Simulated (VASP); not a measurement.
# Cs3Ga (P-3m1) in VASP: further runs

Runs on Cs3Ga. Level: PBE. Tasks: single point.

Program: VASP 6.6.1. These are calculated values, not measurements. Logs are shortened: lines on timing, memory, paths and dates and some standing lists are left out, and cuts for length are marked.

### Step 1. The cell of the first run

The structure is trigonal, space group P-3m1 (No. 164). The conventional cell has a = 5.433 Å, b = 5.433 Å, c = 15.107 Å, α = 90.00°, β = 90.00°, γ = 120.00°. Within 5.7 Å of Cs (site symmetry 3m) lie 3 Ga at 4.33 Å and 9 Cs at 5.43 to 5.54 Å. Ga (site symmetry -3m) has 6 Cs at 4.33 Å and 6 Ga at 5.43 Å within 5.7 Å.

The cell was generated, and may not be a known phase.

### Step 2. Single point, PBE

Input file INCAR:

```
SYSTEM = Cs3Ga
  PREC = Accurate
  ENCUT = 520
  EDIFF = 1E-7
  ISMEAR = 0
  SIGMA = 0.1
  LREAL = .FALSE.
  LASPH = .TRUE.
  NELM = 60
  ALGO = Fast
  ISIF = 2
  LWAVE = .FALSE.
  LCHARG = .FALSE.
  GGA = PE
  NBANDS = 28
```

Input file KPOINTS:

```
Automatic mesh
0
G
  6 6 1
  0 0 0
```

Input file POSCAR:

```
Cs3Ga
1.0
    5.4325688000      0.0000000000      0.0000000000
   -2.7162844000      4.7047425900      0.0000000000
    0.0000000000      0.0000000000     15.1069188500
Cs Ga
3 1
Direct
    0.3333333300      0.6666666700      0.1977844000
    0.0000000000      0.0000000000      0.5000000000
    0.6666666700      0.3333333300      0.8022156000
    0.0000000000      0.0000000000      0.0000000000
```

Potentials or basis: VASP PAW PBE potentials, release 64 (Cs_sv, Ga_d).

Command:

```bash
> cat potpaw_PBE.64/Cs_sv/POTCAR potpaw_PBE.64/Ga_d/POTCAR > POTCAR
> mpirun -np 1 vasp_std > vasp.out
```

OUTCAR:

```text
SYSTEM = Cs3Ga
   PREC = Accurate
   ENCUT = 520
   EDIFF = 1E-7
   ISMEAR = 0
   LREAL = .FALSE.
   LASPH = .TRUE.
   NELM = 60
   ISIF = 2
   GGA = PE

 ion  position               nearest neighbor table
   1  0.333  0.667  0.198-
   2  0.000  0.000  0.500-
   3  0.667  0.333  0.802-
   4  0.000  0.000  0.000-

  LATTYP: Found a hexagonal cell.
 ALAT       =     5.4325688000
 C/A-ratio  =     2.7808058041

  Lattice vectors:

 A1 = (   5.4325688000,   0.0000000000,   0.0000000000)
 A2 = (  -2.7162844000,   4.7047425900,   0.0000000000)
 A3 = (   0.0000000000,   0.0000000000,  15.1069188500)

Analysis of symmetry for initial positions (statically):
=====================================================================
 Subroutine PRICEL returns:
 Original cell was already a primitive cell.

 Routine SETGRP: Setting up the symmetry group for a
 hexagonal supercell.

 Subroutine GETGRP returns: Found 12 space group operations
 (whereof 12 operations were pure point group operations)
 out of a pool of 24 trial point group operations.

The static configuration has the point symmetry D_3d.

Analysis of symmetry for dynamics (positions and initial velocities):
=====================================================================
 Subroutine PRICEL returns:
 Original cell was already a primitive cell.

 Routine SETGRP: Setting up the symmetry group for a
 hexagonal supercell.

 Subroutine GETGRP returns: Found 12 space group operations
 (whereof 12 operations were pure point group operations)
 out of a pool of 24 trial point group operations.

The dynamic configuration has the point symmetry D_3d.

 Subroutine INISYM returns: Found 12 space group operations
 (whereof 12 operations are pure point group operations),
 and found     1 'primitive' translations

----------------------------------------------------------------------------------------

                                     Primitive cell

  volume of cell :     386.1153

  direct lattice vectors                    reciprocal lattice vectors
     5.432568800  0.000000000  0.000000000     0.184074981  0.106275740  0.000000000
    -2.716284400  4.704742590  0.000000000     0.000000000  0.212551480  0.000000000
     0.000000000  0.000000000 15.106918850     0.000000000  0.000000000  0.066194835

  length of vectors
     5.432568800  5.432568801 15.106918850     0.212551480  0.212551480  0.066194835

  position of ions in fractional coordinates (direct lattice)
     0.333333330  0.666666670  0.197784400
     0.000000000  0.000000000  0.500000000
     0.666666670  0.333333330  0.802215600
     0.000000000  0.000000000  0.000000000

  ion indices of the primitive-cell ions
   primitive index   ion index
                 1           1
                 2           2
                 3           3
                 4           4

----------------------------------------------------------------------------------------

 KPOINTS: Automatic mesh

Automatic generation of k-mesh.
 Grid dimensions read from file:
 generate k-points for:    6    6    1

 Generating k-lattice:

  Cartesian coordinates                     Fractional coordinates (reciprocal lattice)
     0.030679164  0.017712623  0.000000000     0.166666667 -0.000000000  0.000000000
     0.000000000  0.035425247  0.000000000     0.000000000  0.166666667  0.000000000
     0.000000000  0.000000000  0.066194835     0.000000000  0.000000000  1.000000000

  Length of vectors
     0.035425247  0.035425247  0.066194835

  Shift w.r.t. Gamma in fractional coordinates (k-lattice)
     0.000000000  0.000000000  0.000000000

 Subroutine IBZKPT returns following result:
 ===========================================

 Found      7 irreducible k-points:

 Following reciprocal coordinates:
            Coordinates               Weight
  0.000000  0.000000  0.000000      1.000000
  0.166667  0.000000  0.000000      6.000000
  0.333333  0.000000  0.000000      6.000000
  0.500000  0.000000  0.000000      3.000000
  0.166667  0.166667  0.000000      6.000000
  0.333333  0.166667  0.000000     12.000000
  0.333333  0.333333  0.000000      2.000000
   k-points           NKPTS =      7   k-points in BZ     NKDIM =      7   number of bands    NBANDS=     28
   number of dos      NEDOS =    301   number of ions     NIONS =      4
   total plane-waves  NPLWV = 179200
   dimension x,y,z NGX =    40 NGY =   40 NGZ =  112
   dimension x,y,z NGXF=    80 NGYF=   80 NGZF=  224
   ions per type =               3   1
   NGX,Y,Z   is equivalent  to a cutoff of  12.24, 12.24, 12.33 a.u.
   NGXF,Y,Z  is equivalent  to a cutoff of  24.48, 24.48, 24.65 a.u.
 SYSTEM =  Cs3Ga
   PREC   = accura    normal or accurate (medium, high low for compatibility)
   ISTART =      0    job   : 0-new  1-cont  2-samecut
   ICHARG =      2    charge: 1-file 2-atom 10-const
   ISPIN  =      1    spin polarized calculation?
   LNONCOLLINEAR =      F non collinear calculations
   LSORBIT =      F    spin-orbit coupling
   LASPH  =      T    aspherical Exc in radial PAW
   ENCUT  =  520.0 eV  38.22 Ry    6.18 a.u.  10.10 10.10 28.09*2*pi/ulx,y,z
   NELM   =     60;   NELMIN=  2; NELMDL= -5     # of ELM steps
   EDIFF  = 0.1E-06   stopping-criterion for ELM
   LREAL  =      F    real-space projection
   EDIFFG = 0.1E-05   stopping-criterion for IOM
   NSW    =      0    number of steps for IOM
   IBRION =     -1    ionic relax: 0-MD 1-quasi-New 2-CG
   NFREE  =      0    steps in history (QN), initial steepest desc. (CG)
   ISIF   =      2    stress and relaxation
   ISYM   =      2    0-nonsym 1-usesym 2-fastsym
   POTIM  = 0.5000    time-step for ionic-motion
   TEBEG  =    0.0;   TEEND  =   0.0 temperature during run
   PSTRESS=    0.0 pullay stress
   NELECT =      40.0000    total number of electrons
   NUPDOWN=      -1.0000    fix difference up-down
   EMIN   =  10.00;   EMAX   =-10.00  energy-range for DOS
   EFERMI =   0.00;   METHOD = LEGACY
   ISMEAR =     0;   SIGMA  =   0.10  broadening in eV -4-tet -1-fermi 0-gaus
   EFERMI_NEDOS =   21; number of points for ismear=-14 and -15
   IALGO  =     68    algorithm
   IMIX   =      4    mixing-type and parameters
     AMIX     =   0.40;   BMIX     =  1.00
     AMIX_MAG =   1.60;   BMIX_MAG =  1.00
  volume/ion in A,a.u.               =      96.53       651.41
  Fermi-wavevector in a.u.,A,eV,Ry     =   0.768875  1.452963  8.043343  0.591169
  Thomas-Fermi vector in A             =   1.869743
   LORBIT       =      0    0 simple, 1 ext, 2 COOP (PROOUT), +10 PAW based schemes
   GGA     = PE    functional components
   LHFCALC =     F    Hartree Fock is set to
   AEXX    =    0.0000 exact exchange contribution
   IVDW    =     0    specifies the selected vdW correction
   LEPSILON=     F    determine dielectric tensor
   LRPA    =     F    only Hartree local field effects (RPA)
 non-spin polarized calculation
 RMM-DIIS sequential band-by-band and
 Gauss-broadening in eV      SIGMA  =   0.10
  energy-cutoff  :      520.00
  volume of cell :      386.12
 maximum number of plane-waves:     10420
   NGX = 21   NGY = 21   NGZ = 57

 number of electron      40.0000013 magnetization

 Free energy of the ion-electron system (eV)
  ---------------------------------------------------
  ext. energy  EPLUGINS =         0.00000000
  ---------------------------------------------------
  free energy    TOTEN  =        -4.36206666 eV

  energy without entropy =       -4.30914117  energy(sigma->0) =       -4.33560391

 E-fermi :   0.3929     XC(G=0):  -5.6157

 val. band max:        0.3230125993   @ k =   0.3333   0.3333   0.0000
 cond. band min:       0.4095331893   @ k =   0.3333   0.1667   0.0000
 fundamental gap:      0.0865205899
 Fermi energy:         0.3928796104

 k-point     1 :       0.0000    0.0000    0.0000
  band No.  band energies     occupation
      1     -23.6486      2.00000
      2     -23.1456      2.00000
      3     -23.1455      2.00000
      4     -15.0001      2.00000
      5     -15.0001      2.00000
      6     -14.9768      2.00000
[... 20 lines left out ...]
     27       2.8577      0.00000
     28       3.0209      0.00000

 k-point     2 :       0.1667    0.0000    0.0000
  band No.  band energies     occupation
      1     -23.6475      2.00000
      2     -23.1445      2.00000
      3     -23.1444      2.00000
      4     -15.0001      2.00000
      5     -14.9999      2.00000
      6     -14.9769      2.00000
[... 20 lines left out ...]
     27       2.6304      0.00000
     28       2.6629      0.00000

 k-point     3 :       0.3333    0.0000    0.0000
  band No.  band energies     occupation
      1     -23.6453      2.00000
      2     -23.1423      2.00000
      3     -23.1422      2.00000
      4     -15.0001      2.00000
      5     -14.9996      2.00000
      6     -14.9770      2.00000
[... 20 lines left out ...]
     27       2.2936      0.00000
     28       2.4248      0.00000

 k-point     4 :       0.5000    0.0000    0.0000
  band No.  band energies     occupation
      1     -23.6443      2.00000
      2     -23.1412      2.00000
      3     -23.1412      2.00000
      4     -15.0001      2.00000
      5     -14.9995      2.00000
      6     -14.9771      2.00000
[... 20 lines left out ...]
     27       2.2939      0.00000
     28       2.3788      0.00000

 k-point     5 :       0.1667    0.1667    0.0000
  band No.  band energies     occupation
      1     -23.6459      2.00000
      2     -23.1428      2.00000
      3     -23.1428      2.00000
      4     -15.0001      2.00000
      5     -14.9997      2.00000
      6     -14.9770      2.00000
[... 20 lines left out ...]
     27       2.3261      0.00000
     28       2.5071      0.00000

 k-point     6 :       0.3333    0.1667    0.0000
  band No.  band energies     occupation
      1     -23.6443      2.00000
      2     -23.1412      2.00000
      3     -23.1412      2.00000
      4     -15.0000      2.00000
      5     -14.9996      2.00000
      6     -14.9771      2.00000
[... 20 lines left out ...]
     27       2.1559      0.00000
     28       2.4948      0.00000

 k-point     7 :       0.3333    0.3333    0.0000
  band No.  band energies     occupation
      1     -23.6437      2.00000
      2     -23.1406      2.00000
      3     -23.1406      2.00000
      4     -14.9997      2.00000
      5     -14.9997      2.00000
      6     -14.9770      2.00000
[... 20 lines left out ...]
     27       1.9371      0.00000
     28       2.8455      0.00000

------------------------ aborting loop because EDIFF is reached ----------------------------------------

  FORCE on cell =-STRESS in cart. coord.  units (eV):
  Direction    XX          YY          ZZ          XY          YZ          ZX
  --------------------------------------------------------------------------------------
  -------------------------------------------------------------------------------------
  Total       -0.9102304     -0.9102304     -1.8708018      0.0000000      0.0000000      0.0000000
  in kB       -3.7769820     -3.7769820     -7.7628531      0.0000000      0.0000000      0.0000000
  external PRESSURE =      -5.1056057 kB  Pullay stress =       0.0000000 kB

 VOLUME and BASIS-vectors are now :
 -----------------------------------------------------------------------------
  energy-cutoff  :      520.00
  volume of cell :      386.12
      direct lattice vectors                 reciprocal lattice vectors
     5.432568800  0.000000000  0.000000000     0.184074981  0.106275740  0.000000000
    -2.716284400  4.704742590  0.000000000     0.000000000  0.212551480  0.000000000
     0.000000000  0.000000000 15.106918850     0.000000000  0.000000000  0.066194835

 POSITION                                       TOTAL-FORCE (eV/Angst)
 -----------------------------------------------------------------------------------
     -0.00000      3.13650      2.98791         0.000000      0.000000     -0.271948
      0.00000      0.00000      7.55346         0.000000      0.000000      0.000000
      2.71628      1.56825     12.11901        -0.000000     -0.000000      0.271948
      0.00000      0.00000      0.00000         0.000000      0.000000      0.000000
 -----------------------------------------------------------------------------------
    total drift:                               -0.000000     -0.000000     -0.000000

  FREE ENERGIE OF THE ION-ELECTRON SYSTEM (eV)
  ---------------------------------------------------
  free  energy   TOTEN  =        -4.3620666563 eV

  energy  without entropy=       -4.3091411724  energy(sigma->0) =       -4.33560391
```

Run time: 66 s. Hardware: 1 thread of AMD EPYC 9R45 (Zen 5), shared host; peak memory 0.42 GiB.

What came out:

```
Free energy            : -4.3621 eV
Pressure               : -0.5 GPa
Largest force          : 0.272 eV/Å
Band gap on the k mesh : zero (bands 20 and 21 overlap by 0.12 eV)
```

Forces on the atoms (eV/Å):
```
Cs   0.000  0.000 -0.272
Cs   0.000  0.000  0.000
Cs   0.000  0.000  0.272
Ga   0.000  0.000  0.000
```

Levels at points of the mesh, in eV from the Fermi level:
```
           k point  band 18  band 19  band 20  band 21  band 22  band 23
(0.00, 0.00, 0.00)    -5.57    -1.45    -1.07     0.16     0.56     1.30
(0.50, 0.00, 0.00)    -5.35    -0.52     0.03     0.06     0.47     0.65
```

Caveat: the k points lie up to 0.42 Å⁻¹ apart; spin-orbit coupling is left out, which moves the levels of the heavy elements.

(Part 1 of 2 ends here.)

The gap in the log of VASP goes by the Fermi energy; the results here count the filled bands.